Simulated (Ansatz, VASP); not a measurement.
## Bi2Te3 in VASP and in Ansatz

INCAR

```
PREC = Accurate
ENCUT = 520
EDIFF = 1E-7
ISMEAR = 0
SIGMA = 0.01
LREAL = F
LASPH = T
NELM = 80
ALGO = Normal
ISIF = 2
LWAVE = F
LCHARG = T
GGA = PE
IVDW = 13
LELF = T
LVHAR = T
NBANDS = 32
```

KPOINTS

```
regular mesh
0
Gamma
  6 6 6
```

File POSCAR:

```
Bi2Te3
1.0
    2.1930000000      1.2661290000     10.1656670000
   -2.1930000000      1.2661290000     10.1656670000
    0.0000000000     -2.5322580000     10.1656670000
Bi Te
2 3
Direct
    0.4000000000      0.4000000000      0.4000000000
    0.6000000000      0.6000000000      0.6000000000
    0.0000000000      0.0000000000      0.0000000000
    0.2095000000      0.2095000000      0.2095000000
    0.7905000000      0.7905000000      0.7905000000
```

Input for Ansatz:

```yaml
crystal:
  lattice:
    - [2.193, 1.266129, 10.165667]
    - [-2.193, 1.266129, 10.165667]
    - [0.0, -2.532258, 10.165667]
  atoms:
    - { symbol: Bi, position: [0.4, 0.4, 0.4] }
    - { symbol: Bi, position: [0.6, 0.6, 0.6] }
    - { symbol: Te, position: [0.0, 0.0, 0.0] }
    - { symbol: Te, position: [0.2095, 0.2095, 0.2095] }
    - { symbol: Te, position: [0.7905, 0.7905, 0.7905] }
basis:
  ecutwfc: 500.0
kpoints:
  mp_grid:
    grid: [6, 6, 6]
hamiltonian:
  xc: pbe
  dispersion: d4
scf:
  occupations:
    method: fixed
output:
  stress: true
```

Alike in both runs: task single point; functional PBE; dispersion D4; k mesh 6 × 6 × 6; no spin polarisation.

```csv
,VASP,Ansatz
version,VASP 6.6.1,Ansatz 0.2.0
potentials or method,"VASP PAW PBE potentials, release 64 (Bi_d, Te), cutoff 520 eV","plane waves, PAW"
occupations,"gaussian, width 0.01 eV",fixed
valence electrons in the cell,48,78
```

VASP gave:

- pressure (GPa): -0.4
- traceless stress, the component that is largest in VASP (GPa): -0.12

**Question.** What did Ansatz give for the same quantities?

**Answer.** Pressure (GPa): -0.4; traceless stress, the component that is largest in VASP (GPa): -0.13.

VASP's potentials hold 48 valence electrons a cell and Ansatz's 78, so a difference there can come from the potentials and not from the codes.

Spin-orbit coupling is off throughout.
